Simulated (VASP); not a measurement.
# LiF (P6_3mc) in VASP: a series of runs, part 2 of 2

VASP 6.6.1. The steps go on from the part before.

**4. Single point, PBEsol (all F atoms moved +0.300 Å, as atom 3 along Cartesian [0 0 1])**

Contents of INCAR:

```
PREC = Accurate
ENCUT = 520
EDIFF = 1E-7
ISMEAR = 0
SIGMA = 0.05
LREAL = F
LASPH = T
NELM = 100
ALGO = Normal
ISIF = 2
LWAVE = F
LCHARG = T
GGA = PS
LELF = T
LVHAR = T
NBANDS = 18
```

Contents of KPOINTS:

```
Automatic mesh
0
Gamma
  9 9 6
```

Contents of POSCAR:

```
LiF
1.0
    3.0609398175      0.0000000000      0.0000000000
   -1.5304699087      2.6508516414      0.0000000000
    0.0000000000      0.0000000000      4.8073245700
Li F
2 2
Direct
    0.3333333333      0.6666666667      0.3811542600
    0.6666666667      0.3333333333      0.8811542600
    0.3333333333      0.6666666667      1.0562485133
    0.6666666667      0.3333333333      0.5562485133
```

Potentials or basis: VASP PAW PBE potentials, release 64 (Li_sv, F).

Run with:

```
> cat potpaw_PBE.64/Li_sv/POTCAR potpaw_PBE.64/F/POTCAR > POTCAR
> mpirun -np 1 vasp_std > vasp.out
```

OUTCAR:

```text
PREC = Accurate
   ENCUT = 520
   EDIFF = 1E-7
   ISMEAR = 0
   LREAL = F
   LASPH = T
   NELM = 100
   ISIF = 2
   GGA = PS

 ion  position               nearest neighbor table
   1  0.333  0.667  0.381-   3 1.56   4 1.96   4 1.96   4 1.96
   2  0.667  0.333  0.881-   4 1.56   3 1.96   3 1.96   3 1.96
   3  0.333  0.667  0.056-   1 1.56   2 1.96   2 1.96   2 1.96
   4  0.667  0.333  0.556-   2 1.56   1 1.96   1 1.96   1 1.96

  LATTYP: Found a hexagonal cell.
 ALAT       =     3.0609398175
 C/A-ratio  =     1.5705387419

  Lattice vectors:

 A1 = (   3.0609398175,   0.0000000000,   0.0000000000)
 A2 = (  -1.5304699087,   2.6508516414,   0.0000000000)
 A3 = (   0.0000000000,   0.0000000000,   4.8073245700)

Analysis of symmetry for initial positions (statically):
=====================================================================
 Subroutine PRICEL returns:
 Original cell was already a primitive cell.

 Routine SETGRP: Setting up the symmetry group for a
 hexagonal supercell.

 Subroutine GETGRP returns: Found 12 space group operations
 (whereof  6 operations were pure point group operations)
 out of a pool of 24 trial point group operations.

The static configuration has the point symmetry C_3v.
 The point group associated with its full space group is C_6v.

Analysis of symmetry for dynamics (positions and initial velocities):
=====================================================================
 Subroutine PRICEL returns:
 Original cell was already a primitive cell.

 Routine SETGRP: Setting up the symmetry group for a
 hexagonal supercell.

 Subroutine GETGRP returns: Found 12 space group operations
 (whereof  6 operations were pure point group operations)
 out of a pool of 24 trial point group operations.

The dynamic configuration has the point symmetry C_3v.
 The point group associated with its full space group is C_6v.

 Subroutine INISYM returns: Found 12 space group operations
 (whereof  6 operations are pure point group operations),
 and found     1 'primitive' translations

----------------------------------------------------------------------------------------

                                     Primitive cell

  volume of cell :      39.0071

  direct lattice vectors                    reciprocal lattice vectors
     3.060939817  0.000000000  0.000000000     0.326697047  0.188618628  0.000000000
    -1.530469909  2.650851641  0.000000000     0.000000000  0.377237256  0.000000000
     0.000000000  0.000000000  4.807324570     0.000000000  0.000000000  0.208015911

  length of vectors
     3.060939817  3.060939817  4.807324570     0.377237256  0.377237256  0.208015911

  position of ions in fractional coordinates (direct lattice)
     0.333333333  0.666666667  0.381154260
     0.666666667  0.333333333  0.881154260
     0.333333333  0.666666667  0.056248513
     0.666666667  0.333333333  0.556248513

  ion indices of the primitive-cell ions
   primitive index   ion index
                 1           1
                 2           2
                 3           3
                 4           4

----------------------------------------------------------------------------------------

 KPOINTS: Automatic mesh

Automatic generation of k-mesh.
 Grid dimensions read from file:
 generate k-points for:    9    9    6

 Generating k-lattice:

  Cartesian coordinates                     Fractional coordinates (reciprocal lattice)
     0.036299672  0.020957625  0.000000000     0.111111111  0.000000000  0.000000000
     0.000000000  0.041915251  0.000000000     0.000000000  0.111111111  0.000000000
     0.000000000  0.000000000  0.034669319     0.000000000  0.000000000  0.166666667

  Length of vectors
     0.041915251  0.041915251  0.034669319

  Shift w.r.t. Gamma in fractional coordinates (k-lattice)
     0.000000000  0.000000000  0.000000000

 Subroutine IBZKPT returns following result:
 ===========================================

 Found     48 irreducible k-points:

 Following reciprocal coordinates:
            Coordinates               Weight
  0.000000  0.000000  0.000000      1.000000
  0.111111 -0.000000  0.000000      6.000000
  0.222222  0.000000  0.000000      6.000000
  0.333333 -0.000000  0.000000      6.000000
  0.444444  0.000000  0.000000      6.000000
  0.111111  0.111111  0.000000      6.000000
[... 16 lines left out ...]
  0.333333  0.222222  0.166667     24.000000
  0.333333  0.333333  0.166667      4.000000
 [... further k-points ...]
   k-points           NKPTS =     48   k-points in BZ     NKDIM =     48   number of bands    NBANDS=     18
   number of dos      NEDOS =    301   number of ions     NIONS =      4
   total plane-waves  NPLWV =  20736
   dimension x,y,z NGX =    24 NGY =   24 NGZ =   36
   dimension x,y,z NGXF=    48 NGYF=   48 NGZF=   72
   ions per type =               2   2
   NGX,Y,Z   is equivalent  to a cutoff of  13.03, 13.03, 12.45 a.u.
   NGXF,Y,Z  is equivalent  to a cutoff of  26.07, 26.07, 24.90 a.u.
 SYSTEM =  unknown system
   PREC   = accura    normal or accurate (medium, high low for compatibility)
   ISTART =      0    job   : 0-new  1-cont  2-samecut
   ICHARG =      2    charge: 1-file 2-atom 10-const
   ISPIN  =      1    spin polarized calculation?
   LNONCOLLINEAR =      F non collinear calculations
   LSORBIT =      F    spin-orbit coupling
   LASPH  =      T    aspherical Exc in radial PAW
   ENCUT  =  520.0 eV  38.22 Ry    6.18 a.u.   5.69  5.69  8.94*2*pi/ulx,y,z
   NELM   =    100;   NELMIN=  2; NELMDL= -5     # of ELM steps
   EDIFF  = 0.1E-06   stopping-criterion for ELM
   LREAL  =      F    real-space projection
   EDIFFG = 0.1E-05   stopping-criterion for IOM
   NSW    =      0    number of steps for IOM
   IBRION =     -1    ionic relax: 0-MD 1-quasi-New 2-CG
   NFREE  =      0    steps in history (QN), initial steepest desc. (CG)
   ISIF   =      2    stress and relaxation
   ISYM   =      2    0-nonsym 1-usesym 2-fastsym
   POTIM  = 0.5000    time-step for ionic-motion
   TEBEG  =    0.0;   TEEND  =   0.0 temperature during run
   PSTRESS=    0.0 pullay stress
   NELECT =      20.0000    total number of electrons
   NUPDOWN=      -1.0000    fix difference up-down
   EMIN   =  10.00;   EMAX   =-10.00  energy-range for DOS
   EFERMI =   0.00;   METHOD = LEGACY
   ISMEAR =     0;   SIGMA  =   0.05  broadening in eV -4-tet -1-fermi 0-gaus
   EFERMI_NEDOS =   21; number of points for ismear=-14 and -15
   IALGO  =     38    algorithm
   IMIX   =      4    mixing-type and parameters
     AMIX     =   0.40;   BMIX     =  1.00
     AMIX_MAG =   1.60;   BMIX_MAG =  1.00
  volume/ion in A,a.u.               =       9.75        65.81
  Fermi-wavevector in a.u.,A,eV,Ry     =   1.310299  2.476105 23.359603  1.716882
  Thomas-Fermi vector in A             =   2.440838
   LORBIT       =      0    0 simple, 1 ext, 2 COOP (PROOUT), +10 PAW based schemes
   GGA     = PS    functional components
   LHFCALC =     F    Hartree Fock is set to
   AEXX    =    0.0000 exact exchange contribution
   IVDW    =     0    specifies the selected vdW correction
   LEPSILON=     F    determine dielectric tensor
   LRPA    =     F    only Hartree local field effects (RPA)
 non-spin polarized calculation
 Gauss-broadening in eV      SIGMA  =   0.05
  energy-cutoff  :      520.00
  volume of cell :       39.01
 maximum number of plane-waves:      1085
 NGX is ok and might be reduce to    24
   NGX = 11   NGY = 11   NGZ = 17

 number of electron      19.9999978 magnetization

 Free energy of the ion-electron system (eV)
  ---------------------------------------------------
  ext. energy  EPLUGINS =         0.00000000
  ---------------------------------------------------
  free energy    TOTEN  =       -19.01198157 eV

  energy without entropy =      -19.01198157  energy(sigma->0) =      -19.01198157

 E-fermi :  -2.2902     XC(G=0):  -9.0803

 val. band max:       -2.5209766504   @ k =   0.0000   0.0000   0.0000
 cond. band min:       5.1398057538   @ k =   0.0000   0.0000   0.0000
 fundamental gap:      7.6607824042
 Fermi energy:        -2.2902464385

 k-point     1 :       0.0000    0.0000    0.0000
  band No.  band energies     occupation
      1     -42.1570      2.00000
      2     -42.0929      2.00000
      3     -21.8136      2.00000
      4     -21.7553      2.00000
      5      -4.4621      2.00000
      6      -2.9080      2.00000
[... 10 lines left out ...]
     17      17.5897      0.00000
     18      18.7728      0.00000
[... 466 lines left out ...]
      2     -42.1016      2.00000
      3     -21.5974      2.00000
      4     -21.5974      2.00000
      5      -4.4306      2.00000
      6      -3.9832      2.00000
[... 10 lines left out ...]
     17      16.4958      0.00000
     18      18.5886      0.00000

 [... further k-points ...]
[... 5 lines left out ...]
  --------------------------------------------------------------------------------------
  -------------------------------------------------------------------------------------
  Total       -0.5339805     -0.5339805      6.9064916     -0.0000000      0.0000000      0.0000000
  in kB      -21.9327107    -21.9327107    283.6771883     -0.0000000      0.0000000      0.0000000
  external PRESSURE =      79.9372557 kB  Pullay stress =       0.0000000 kB

 VOLUME and BASIS-vectors are now :
 -----------------------------------------------------------------------------
  energy-cutoff  :      520.00
  volume of cell :       39.01
      direct lattice vectors                 reciprocal lattice vectors
     3.060939817  0.000000000  0.000000000     0.326697047  0.188618628  0.000000000
    -1.530469909  2.650851641  0.000000000     0.000000000  0.377237256  0.000000000
     0.000000000  0.000000000  4.807324570     0.000000000  0.000000000  0.208015911

 POSITION                                       TOTAL-FORCE (eV/Angst)
 -----------------------------------------------------------------------------------
     -0.00000      1.76723      1.83233        -0.000000      0.000000      2.625350
      1.53047      0.88362      4.23599         0.000000     -0.000000      2.625350
     -0.00000      1.76723      0.27040         0.000000     -0.000000     -2.625350
      1.53047      0.88362      2.67407        -0.000000      0.000000     -2.625350
 -----------------------------------------------------------------------------------
    total drift:                               -0.000000     -0.000000     -0.011287

  FREE ENERGIE OF THE ION-ELECTRON SYSTEM (eV)
  ---------------------------------------------------
  free  energy   TOTEN  =       -19.0119815684 eV

  energy  without entropy=      -19.0119815684  energy(sigma->0) =      -19.01198157
```

It took 11 s on 1 thread of Intel Xeon 6975P-C (Granite Rapids), shared host; peak memory 0.16 GiB.

Results:

| Quantity | Value |
| --- | --- |
| Free energy | -19.0120 eV |
| Largest force | 2.625 eV/Å |
| Band gap on the k mesh | 7.66 eV, direct |

Forces on the atoms (eV/Å):
```
Li   0.000  0.000  2.625
Li   0.000  0.000  2.625
F    0.000  0.000 -2.625
F    0.000  0.000 -2.625
```

Caveat: the cell differs from its parent crystal (all F atoms moved +0.300 Å, as atom 3 along Cartesian [0 0 1]); the cutoff is under 1.25 times the usual one of these potentials, so pressure, stress and relaxed cells hold a basis-set (Pulay) error; the PAW data sets were made with another functional, which shifts forces and pressure a little. A k mesh can miss the band edges.
